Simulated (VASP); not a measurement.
# Ag (Fm-3m) in VASP: notebook, part 2 of 2

VASP 6.6.1. The steps go on from the part before.

### Step 4. Relaxation of cell and atoms, r2SCAN

This run uses another cell than the first one, of 17.68 Å³/atom, 1.022 times its volume.

Input file POSCAR:

```
Ag
1.0
    0.0000000000      2.0675000000      2.0675000000
    2.0675000000      0.0000000000      2.0675000000
    2.0675000000      2.0675000000      0.0000000000
Ag
1
Direct
    0.0000000000      0.0000000000      0.0000000000
```

Input file INCAR.step1:

```
SYSTEM = Ag
PREC = Accurate ; ENCUT = 600
ISMEAR = 0 ; SIGMA = 0.1
LREAL = .FALSE. ; LASPH = .TRUE.
NELM = 60 ; GGA = PE
ALGO = Normal ; EDIFF = 1E-4
LWAVE = .TRUE. ; LCHARG = .FALSE.
```

Input file INCAR.step2:

```
SYSTEM = Ag
PREC = Accurate ; ENCUT = 600
EDIFF = 1E-7 ; ISMEAR = 0
SIGMA = 0.1 ; LREAL = .FALSE.
LASPH = .TRUE. ; NELM = 60
ALGO = Normal ; ISIF = 3
LWAVE = .FALSE. ; LCHARG = .FALSE.
METAGGA = R2SCAN ; LMIXTAU = .TRUE.
IBRION = 2 ; NSW = 100
EDIFFG = -0.002 ; ISTART = 1
```

Input file KPOINTS:

```
Automatic mesh
0
G
  22 22 22
  0 0 0
```

Potentials or basis: VASP PAW PBE potentials, release 64 (Ag).

The run is started by

```sh
> cat potpaw_PBE.64/Ag/POTCAR > POTCAR
> cp INCAR.step1 INCAR
> mpirun -np 1 vasp_std > vasp.out
> cp INCAR.step2 INCAR
> mpirun -np 1 vasp_std > vasp.out
```

OUTCAR:

```text
SYSTEM = Ag
   PREC = Accurate
   ENCUT = 600
   EDIFF = 1E-7
   ISMEAR = 0
   LREAL = .FALSE.
   LASPH = .TRUE.
   NELM = 60
   ISIF = 3
   METAGGA = R2SCAN
   IBRION = 2
   NSW = 100
   EDIFFG = -0.002
   ISTART = 1

 ion  position               nearest neighbor table
   1  0.000  0.000  0.000-

  LATTYP: Found a face centered cubic cell.
 ALAT       =     4.1350000000

  Lattice vectors:

 A1 = (   0.0000000000,   2.0675000000,   2.0675000000)
 A2 = (   2.0675000000,   0.0000000000,   2.0675000000)
 A3 = (   2.0675000000,   2.0675000000,   0.0000000000)

Analysis of symmetry for initial positions (statically):
[... 33 lines left out ...]
                                     Primitive cell

  volume of cell :      17.6753

  direct lattice vectors                    reciprocal lattice vectors
     0.000000000  2.067500000  2.067500000    -0.241837969  0.241837969  0.241837969
     2.067500000  0.000000000  2.067500000     0.241837969 -0.241837969  0.241837969
     2.067500000  2.067500000  0.000000000     0.241837969  0.241837969 -0.241837969

[... 135 lines left out ...]
  Direction    XX          YY          ZZ          XY          YZ          ZX
  --------------------------------------------------------------------------------------
  -------------------------------------------------------------------------------------
  Total       -0.2304000     -0.2304000     -0.2304000     -0.0000000      0.0000000      0.0000000
  in kB      -20.8846136    -20.8846136    -20.8846136     -0.0000000      0.0000000      0.0000000
  external PRESSURE =     -20.8846136 kB  Pullay stress =       0.0000000 kB
[... 57 lines left out ...]
--------------------------------------- Ionic step        3  -------------------------------------------

 number of electron      10.9999999 magnetization

 Free energy of the ion-electron system (eV)
  ---------------------------------------------------
  ext. energy  EPLUGINS =         0.00000000
  ---------------------------------------------------
  free energy    TOTEN  =       -21.36009068 eV

  energy without entropy =      -21.35923474  energy(sigma->0) =      -21.35966271

 E-fermi :   8.2742     XC(G=0): -12.8649

 val. band max:        8.2365658021   @ k =   0.5000   0.2727   0.0909
 cond. band min:       8.3081185299   @ k =   0.5000   0.3636   0.1364
 fundamental gap:      0.0715527278
 Fermi energy:         8.2741777906

 k-point     1 :       0.0000    0.0000    0.0000
  band No.  band energies     occupation
      1       0.3821      2.00000
      2       3.1428      2.00000
      3       3.1428      2.00000
      4       3.1428      2.00000
      5       4.1601      2.00000
      6       4.1601      2.00000
      7      24.8453      0.00000
      8      28.4812      0.00000
      9      28.4812      0.00000
[... 265 lines left out ...]
 k-point    24 :      -0.4545    0.0455    0.0000
  band No.  band energies     occupation
      1       1.6366      2.00000
      2       3.1021      2.00000
      3       3.1483      2.00000
      4       4.8403      2.00000
      5       4.9163      2.00000
      6       7.8908      2.00000
      7      12.1390      0.00000
      8      24.0428      0.00000
      9      26.1332      0.00000

 [... further k-points ...]
[... 5 lines left out ...]
  --------------------------------------------------------------------------------------
  -------------------------------------------------------------------------------------
  Total        0.0016416      0.0016416      0.0016416      0.0000000     -0.0000000      0.0000000
  in kB        0.1519875      0.1519875      0.1519875      0.0000000     -0.0000000      0.0000000
  external PRESSURE =       0.1519875 kB  Pullay stress =       0.0000000 kB
[... 16 lines left out ...]
  FREE ENERGIE OF THE ION-ELECTRON SYSTEM (eV)
  ---------------------------------------------------
  free  energy   TOTEN  =       -21.3600906777 eV

  energy  without entropy=      -21.3592347360  energy(sigma->0) =      -21.35966271

 reached required accuracy - stopping structural energy minimisation
```

OSZICAR.step1:

```text
N       E                     dE             d eps       ncg     rms          rms(c)
DAV:   1     0.487891295618E+02    0.48789E+02   -0.62050E+03  6000   0.124E+03
DAV:   2    -0.255241119141E+01   -0.51342E+02   -0.49145E+02  6049   0.218E+02
DAV:   3    -0.296303654459E+01   -0.41063E+00   -0.41047E+00  6983   0.241E+01
DAV:   4    -0.296389364921E+01   -0.85710E-03   -0.85709E-03  6620   0.102E+00
DAV:   5    -0.296389937210E+01   -0.57229E-05   -0.57225E-05  6077   0.784E-02    0.475E+00
DAV:   6    -0.272919358725E+01    0.23471E+00   -0.11412E+00  6027   0.116E+01    0.313E+00
DAV:   7    -0.272234808857E+01    0.68455E-02   -0.87530E-03  6390   0.106E+00    0.178E+00
DAV:   8    -0.271977642403E+01    0.25717E-02   -0.72076E-04  6027   0.282E-01    0.633E-02
DAV:   9    -0.271978572786E+01   -0.93038E-05   -0.76878E-06  3212   0.290E-02
   1 F= -.27197857E+01 E0= -.27193188E+01  d E =-.933887E-03
```

It took 4 min on 1 thread of Intel Xeon Platinum 8488C (Sapphire Rapids), shared host; peak memory 0.21 GiB.

What came out:

```
Free energy                            : -21.3601 eV
Relaxed volume                         : 17.31 Å³/atom
Relaxed cell                           : a = 2.903 Å, b = 2.903 Å, c = 2.903 Å, α = 60.00°, β = 60.00°, γ = 60.00°
Space group after relaxing (to 0.05 Å) : Fm-3m (No. 225)
Energy gained by relaxing              : 2.5 meV/atom
Ionic steps                            : 3
Pressure after relaxing                : 0.0 GPa
```

The path:
| step | energy change (eV) | largest force (eV/Å) | pressure (GPa) | volume (Å³) |
| --- | --- | --- | --- | --- |
| 1 | 0.0000 | 0.0000 | -2.09 | 17.68 |
| 2 | -0.0016 | 0.0000 | 1.37 | 17.09 |
| 3 | -0.0025 | 0.0000 | 0.02 | 17.31 |

Final structure:
```xyz
1
Lattice="0.0000 2.0530 2.0530 2.0530 0.0000 2.0530 2.0530 2.0530 0.0000" Properties=species:S:1:pos:R:3 pbc="T T T"
Ag    0.0000    0.0000    0.0000
```

Levels at points of the mesh, in eV from the Fermi level:
```tsv
k point	band 2	band 3	band 4	band 5	band 6	band 7	band 8	band 9
(0.00, 0.00, 0.00)	-5.13	-5.13	-5.13	-4.11	-4.11	16.57	20.21	20.21
(0.50, 0.00, 0.00)	-5.16	-5.16	-3.32	-3.32	-0.34	3.58	15.81	18.41
(0.50, 0.50, 0.00)	-6.63	-3.36	-3.11	-3.11	1.70	6.81	11.01	11.01
```

Caveat: the PAW data sets were made with another functional, which shifts forces and pressure a little.

### Step 5. Overview

```csv
task,cell,cutoff (eV),smearing,gap on the mesh (eV),pressure (GPa),relaxed volume (Å³/atom)
single point,"a = 2.903 Å, angles 60.0°, 1 atom",520,fermi-dirac 0.15 eV,none,0.1,-
relaxation of cell and atoms,"relaxed from a = 2.902 Å, angles 60.0°, 1 atom",600,fermi-dirac 0.15 eV,none,0.0,17.32
relaxation of cell and atoms,"relaxed from a = 2.924 Å, angles 60.0°, 1 atom",600,gaussian 0.1 eV,none,0.0,17.31
```

Alike in all rows: level r2SCAN; potentials or basis VASP PAW PBE potentials, release 64 (Ag); no spin polarisation; k mesh 22 × 22 × 22.

Caveats: the PAW data sets were made with another functional, which shifts forces and pressure a little.

Absolute energies hang on the potentials; compare differences alone.
